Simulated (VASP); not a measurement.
# Mg7S16 (a cell with a defect) in VASP: a series of runs, part 2 of 2

VASP 6.6.1. Earlier steps stand in the parts before.

### 3 Single point, PBEsol

File INCAR:

```
SYSTEM = Mg7S16
PREC = Accurate
ENCUT = 520
EDIFF = 1E-6
ISMEAR = -1
SIGMA = 0.05
LREAL = Auto
LASPH = .True.
NELM = 100
ALGO = Normal
ISIF = 2
LWAVE = .False.
LCHARG = .True.
GGA = PS
LELF = .True.
LVHAR = .True.
NBANDS = 72
```

File KPOINTS:

```
regular mesh
0
Gamma
  1 1 1
  0 0 0
```

File POSCAR:

```
Mg7S16
1.0
    2.3536360000      3.9105410000      9.1265460000
    2.3536360000     -3.9105410000      9.1265460000
    6.8907580000      0.0000000000      0.0000000000
Mg S
7 16
Direct
    0.2394172050      0.1688643070      0.2788595878
    0.6641629824     -0.0338478555      0.3845538656
    0.1915568620      0.2744354203      0.8235558104
    0.6664140545      0.5038534267      0.2298319469
    0.8322518406      0.3522926738      0.7921063818
    0.1524921875      0.9110317349      0.9560271612
    0.9185091872      0.8333803009      0.7778665036
    0.1517341303      0.1259065018      0.6677255265
   -0.1488659778      0.1234237130      1.1262885491
    0.6783614898      0.1683553295      0.6494839628
    0.5067824831      0.0552592795      0.8429345907
    0.2162084740      0.7597905513      0.6152666453
    0.0680058208      0.5380942306      1.0345249535
    0.3287875464      0.4368032916      0.0557526244
    0.3707420560      0.3080908781      0.3452993659
    0.6766650073      0.7132584096      0.5733514671
    0.5039386920      0.5863313839      0.9899057694
    0.9944353250      0.2837152481      0.1081156526
    0.8369507905      0.2183663031      0.4869083629
    0.5125860115      0.9332183486      0.1055330646
    0.1033360556      0.9565939552      0.3885799747
    0.9110550359      0.8915436690      0.1273646230
    0.9230498901      0.6763065367      0.5590237151
```

Potentials or basis: VASP PAW PBE potentials, release 64 (Mg, S).

Run with:

```bash
cat potpaw_PBE.64/Mg/POTCAR potpaw_PBE.64/S/POTCAR > POTCAR
mpirun -np 1 vasp_gam > vasp.out
```

OUTCAR:

```text
SYSTEM = Mg7S16
   PREC = Accurate
   ENCUT = 520
   EDIFF = 1E-6
   ISMEAR = -1
   LREAL = Auto
   LASPH = .True.
   NELM = 100
   ISIF = 2
   GGA = PS

 ion  position               nearest neighbor table
   1  0.239  0.169  0.279-  20 2.30  18 2.36   8 2.66  15 2.70  13 3.04   3 3.11  21 3.19   2 3.42

   2  0.664  0.966  0.385-  22 2.43  23 2.44  15 2.53  16 2.54  20 2.93  10 3.15  11 3.21   1 3.42
                             7 3.54
   3  0.192  0.274  0.824-  11 2.29   8 2.33  18 2.43  13 2.67   1 3.11   5 3.21  20 3.21
   4  0.666  0.504  0.230-  17 2.20  18 2.43  19 2.56   9 3.07   5 3.23
[... 311 lines left out ...]
  Total       12.7229485      6.8018949      9.9075143      3.3567513     -0.5831898      0.5953541
  in kB       41.4436568     22.1564520     32.2726780     10.9342617     -1.8996790      1.9393029
  external PRESSURE =      31.9575956 kB  Pullay stress =       0.0000000 kB

 VOLUME and BASIS-vectors are now :
 -----------------------------------------------------------------------------
  energy-cutoff  :      520.00
  volume of cell :      491.86
      direct lattice vectors                 reciprocal lattice vectors
     2.353636000  3.910541000  9.126546000     0.000000000  0.127859547  0.054785239
     2.353636000 -3.910541000  9.126546000     0.000000000 -0.127859547  0.054785239
     6.890758000  0.000000000  0.000000000     0.145121915  0.000000000 -0.037425348

 POSITION                                       TOTAL-FORCE (eV/Angst)
 -----------------------------------------------------------------------------------
      2.88250      0.27590      3.72620         1.719285     -0.931616     -0.042048
      6.48704     -1.18094     14.87915        -0.127424     -0.319763     -0.127121
      6.77170     -0.32410      4.25290        -0.285442     -1.462628      0.550865
      4.33810      0.63570     10.68050         1.141914      0.421004      0.840716
      8.24620      1.87690     10.81080         0.127457     -0.890755     -0.098344
      9.09090     -2.96630      9.70630        -0.571140      1.271306      0.683412
[... 15 lines left out ...]
      5.12030      0.07630     16.45150        -1.300722      0.937808     -1.399683
      7.61640      0.96490     14.59660        -0.464064      0.146386     -1.825548
 -----------------------------------------------------------------------------------
    total drift:                               -0.005564      0.002858      0.002604

  FREE ENERGIE OF THE ION-ELECTRON SYSTEM (eV)
  ---------------------------------------------------
  free  energy   TOTEN  =       -91.7435326698 eV

  energy  without entropy=      -91.6392877441  energy(sigma->0) =      -91.69141021
```

OSZICAR:

```text
N       E                     dE             d eps       ncg     rms          rms(c)
DAV:   1     0.891427160203E+03    0.89143E+03   -0.51439E+04   144   0.138E+03
DAV:   2     0.166888123953E+02   -0.87474E+03   -0.83445E+03   200   0.245E+02
DAV:   3    -0.929265097893E+02   -0.10962E+03   -0.10850E+03   184   0.934E+01
DAV:   4    -0.960383040482E+02   -0.31118E+01   -0.30951E+01   168   0.182E+01
DAV:   5    -0.961211389910E+02   -0.82835E-01   -0.82740E-01   184   0.310E+00    0.347E+01
DAV:   6    -0.923157832827E+02    0.38054E+01   -0.96281E+00   176   0.821E+00    0.209E+01
DAV:   7    -0.922194788920E+02    0.96304E-01   -0.10133E+01   176   0.722E+00    0.843E+00
DAV:   8    -0.917977176031E+02    0.42176E+00   -0.29587E+00   176   0.446E+00    0.322E+00
DAV:   9    -0.917474997771E+02    0.50218E-01   -0.44569E-01   168   0.191E+00    0.164E+00
DAV:  10    -0.917441315772E+02    0.33682E-02   -0.95205E-02   168   0.945E-01    0.710E-01
DAV:  11    -0.917431843602E+02    0.94722E-03   -0.19891E-02   184   0.347E-01    0.433E-01
DAV:  12    -0.917434541993E+02   -0.26984E-03   -0.37288E-03   168   0.157E-01    0.255E-01
DAV:  13    -0.917435066290E+02   -0.52430E-04   -0.27681E-03   168   0.114E-01    0.878E-02
DAV:  14    -0.917435196815E+02   -0.13052E-04   -0.30907E-04   168   0.516E-02    0.451E-02
DAV:  15    -0.917435278650E+02   -0.81835E-05   -0.65301E-05   176   0.213E-02    0.278E-02
DAV:  16    -0.917435318285E+02   -0.39635E-05   -0.21257E-05   168   0.118E-02    0.128E-02
DAV:  17    -0.917435326698E+02   -0.84134E-06   -0.59379E-06   136   0.656E-03
   1 F= -.91743533E+02 E0= -.91691410E+02  d E =-.104245E+00
```

It took 97 s on 1 thread of Intel Xeon Platinum 8488C (Sapphire Rapids), shared host; peak memory 0.64 GiB.

Results:

```yaml
Free_energy: -91.7435 eV
Pressure: 3.2 GPa
Largest_force: 2.931 eV/Å
```

Forces on the atoms (eV/Å):
```
Mg   1.719 -0.932 -0.042
Mg  -0.127 -0.320 -0.127
Mg  -0.285 -1.463  0.551
Mg   1.142  0.421  0.841
Mg   0.127 -0.891 -0.098
Mg  -0.571  1.271  0.683
Mg   0.515 -0.012 -0.124
S   -0.539  0.614  0.249
S   -0.783 -1.480  0.987
S   -0.148  0.142 -0.198
S   -1.733 -0.068  1.738
S    0.905  0.171 -0.773
S   -0.224  0.763  0.405
S    0.412 -0.574 -0.925
S   -0.378  0.203 -0.248
S    0.351  1.074  0.699
S   -1.040 -0.651 -0.019
S   -0.218 -0.908  0.071
S    1.159 -0.314 -0.108
S    1.981  1.844 -1.123
S   -0.499  0.024  0.787
S   -1.301  0.938 -1.400
S   -0.464  0.146 -1.826
```

Stress tensor (GPa, compression positive):
```
 4.14  1.09  0.19
 1.09  2.22 -0.19
 0.19 -0.19  3.23
```

Caveat: the k points lie up to 0.94 Å⁻¹ apart, too coarse for converged energies, forces and pressures; the atoms stand as in a frame of molecular dynamics; the PAW data sets were made with another functional, which shifts forces and pressure a little.

### 4 Molecular dynamics, PBEsol

File INCAR:

```
SYSTEM = Mg7S16
PREC = Accurate
ENCUT = 520
EDIFF = 1E-5
ISMEAR = -1
SIGMA = 0.05
LREAL = Auto
LASPH = .TRUE.
NELM = 80
ALGO = Normal
ISIF = 2
LWAVE = .FALSE.
LCHARG = .FALSE.
GGA = PS
NBANDS = 72
IBRION = 0
NSW = 40
POTIM = 2.0
TEBEG = 1170.0
TEEND = 1170.0
ISYM = 0
NELMIN = 4
RANDOM_SEED = 102781 0 0
MDALGO = 3
LANGEVIN_GAMMA = 20 20
```

File KPOINTS:

```
regular mesh
0
G
  1 1 1
  0 0 0
```

File POSCAR:

```
Mg7S16
1.0
    2.3536360000      3.9105410000      9.1265460000
    2.3536360000     -3.9105410000      9.1265460000
    6.8907580000      0.0000000000      0.0000000000
Mg S
7 16
Direct
    0.1251919000      0.1478776700      0.2089364200
    0.6354482800      0.0897988600      0.2905164500
    0.4303844300      0.3296570400      0.7490276300
    0.5766589600      0.6627077000      0.2785350000
    0.8617752100      0.3964419600      0.7351300600
    0.2759263300      0.9284532200      0.7528896700
    0.9543644400      0.8036128700      0.6984666700
    0.1542196000      0.2477214500      0.5214505400
   -0.0003291000      0.1064660300      0.9632232300
    0.7502732400      0.1477043900      0.5182295200
    0.6054873800     -0.0265723100      0.9227653300
    0.2380708500      0.7313538300      0.6632186800
    0.0955231300      0.5507992800      1.0031451500
    0.4862386400      0.4068377200      0.0906885200
    0.3499375000      0.2436693700      0.4915758400
    0.6367204900      0.7366771600      0.5333690800
    0.5802967800      0.5407400100      0.9776736500
    0.9298637700      0.4889079300      0.0498649100
    0.7800101600      0.3245632900      0.4392385500
    0.4047896300      0.9409773700      0.0244513700
    0.2559401700      0.8510798800      0.3874254000
    0.9201350100      0.9624364800      0.0348904700
    0.8243842700      0.7591095600      0.4064593100
```

Potentials or basis: VASP PAW PBE potentials, release 64 (Mg, S).

Run with:

```bash
cat potpaw_PBE.64/Mg/POTCAR potpaw_PBE.64/S/POTCAR > POTCAR
mpirun -np 1 vasp_gam > vasp.out
```

OUTCAR:

```text
SYSTEM = Mg7S16
   PREC = Accurate
   ENCUT = 520
   EDIFF = 1E-5
   ISMEAR = -1
   LREAL = Auto
   LASPH = .TRUE.
   NELM = 80
   ISIF = 2
   GGA = PS
   IBRION = 0
   NSW = 40
   POTIM = 2.0
   TEBEG = 1170.0
   ISYM = 0
   NELMIN = 4

 ion  position               nearest neighbor table
   1  0.125  0.148  0.209-  20 2.30  21 2.41  18 2.60   9 2.60   8 2.74  19 2.82
   2  0.635  0.090  0.291-  15 2.36  23 2.45  10 2.54  22 2.57  14 2.58  11 3.19
   3  0.430  0.330  0.749-  15 2.65  10 2.65  11 2.76  13 2.83  14 2.93  12 3.01
   4  0.577  0.663  0.279-  21 2.37  16 2.41  20 2.51  19 2.57  17 2.63  18 2.87
   5  0.862  0.396  0.735-   8 2.45  17 2.48   9 2.49  16 2.69  19 2.78  18 2.94   6 3.48
   6  0.276  0.928  0.753-   9 2.33  12 2.52  20 2.59   8 2.74  16 2.88  21 2.90  17 3.12   5 3.48

[... 529 lines left out ...]
 E-fermi :   3.4425     XC(G=0):  -9.0917

 val. band max:        3.3390516615   @ k =   0.0000   0.0000   0.0000
 cond. band min:       3.5364882255   @ k =   0.0000   0.0000   0.0000
 fundamental gap:      0.1974365640
 Fermi energy:         3.4424836588

 k-point     1 :       0.0000    0.0000    0.0000
  band No.  band energies     occupation
      1     -12.1228      2.00000
      2     -11.8640      2.00000
      3     -11.5180      2.00000
      4     -11.4500      2.00000
      5     -11.4026      2.00000
      6     -10.8249      2.00000
[... 59 lines left out ...]
     66       6.9788      0.00000
     67       7.2904      0.00000
 [bands above 67 left out]

------------------------ aborting loop because EDIFF is reached ----------------------------------------

  FORCE on cell =-STRESS in cart. coord.  units (eV):
  Direction    XX          YY          ZZ          XY          YZ          ZX
  --------------------------------------------------------------------------------------
  -------------------------------------------------------------------------------------
  Total       -2.2082188      6.7441398    -12.4052248     -2.6840953      0.3238718      0.1159448
  in kB       -7.1930389     21.9683207    -40.4087053     -8.7431561      1.0549781      0.3776778
  external PRESSURE =      -8.5444745 kB  Pullay stress =       0.0000000 kB
[... 44 lines left out ...]
  ENERGY OF THE ELECTRON-ION-THERMOSTAT SYSTEM (eV)
  ---------------------------------------------------
% ion-electron   TOTEN  =       -93.064377  see above
  kinetic energy EKIN   =         3.248527
  kin. lattice  EKIN_LAT=         0.000000  (temperature 1092.68 K)
  nose potential ES     =         0.000000
  nose kinetic   EPS    =         0.000000
  ---------------------------------------------------
  total energy   ETOTAL =       -89.815850 eV
```

CONTCAR:

```text
Mg7S16
   1.00000000000000
     2.3536359999999998    3.9105409999999998    9.1265459999999994
     2.3536359999999998   -3.9105409999999998    9.1265459999999994
     6.8907579999999999    0.0000000000000000    0.0000000000000000
  Mg              S
     7    16
Direct
     0.0981170657533544    0.1643615065363961    0.2517907046851465
     0.6422988434412046    0.0838376118108728    0.3206325046517381
     0.4402614712574287    0.2685571674696215    0.8131692176101172
     0.5273559454805228    0.7062236118529478    0.3077769300443358
     0.8070429508356065    0.4285202496043428    0.7407108169572693
     0.2924220616949266    0.9554527224981541    0.7440602735785208
[... 15 lines left out ...]
     0.9021083008527061    0.9610066854912065    0.0195395638796883
     0.8311860602461475    0.7650553051870540    0.4704298508224465

  0.76879844E-02  0.25007529E-02 -0.41104135E-04
  0.51053013E-02  0.42906628E-02 -0.34895609E-03
 -0.27060114E-02  0.16642873E-02  0.13382040E-02
  0.20745017E-01 -0.60195495E-02  0.49513805E-02
 -0.85828191E-02 -0.79390142E-02 -0.57812682E-02
  0.72555937E-02 -0.40460244E-02 -0.10583830E-02
[... 15 lines left out ...]
  0.73189248E-03 -0.14044551E-02 -0.86920707E-03
  0.37058351E-02 -0.20179420E-02 -0.52788416E-03

           1
   2.00000000000000
  0.10000000E+01  0.00000000E+00  0.00000000E+00  0.00000000E+00
  0.98752052E-01  0.16371751E+00  0.25402517E+00
  0.64335781E+00  0.82702172E-01  0.32214041E+00
  0.44083369E+00  0.26827821E+00  0.81228365E+00
  0.52635916E+00  0.70830545E+00  0.31342743E+00
  0.80437934E+00  0.42991695E+00  0.73865244E+00
  0.29127145E+00  0.95637140E+00  0.74624539E+00
[... 61 lines left out ...]
  0.00000000E+00  0.00000000E+00  0.00000000E+00
  0.00000000E+00  0.00000000E+00  0.00000000E+00
```

It took 27 min on 1 thread of Intel Xeon Platinum 8488C (Sapphire Rapids), shared host; peak memory 0.79 GiB.

Caveat: the k points lie up to 0.94 Å⁻¹ apart, too coarse for converged energies, forces and pressures; the PAW data sets were made with another functional, which shifts forces and pressure a little.

### 5 Overview

```tsv
task	cell	pressure (GPa)	largest force (eV/Å)
single point	as given, atomic positions A	-0.3	3.13
single point	as given, atomic positions B	3.2	2.93
molecular dynamics	as given, atomic positions C	-	-
```

Alike in all rows: level PBEsol; potentials or basis VASP PAW PBE potentials, release 64 (Mg, S); no spin polarisation; k mesh 1 × 1 × 1; cutoff (eV) 520; smearing fermi-dirac 0.05 eV.

Caveats: all runs use coarse meshes; the PAW data sets were made with another functional, which shifts forces and pressure a little; the atoms stand as in a frame of molecular dynamics (at least some runs).

Absolute energies hang on the potentials; compare differences alone.
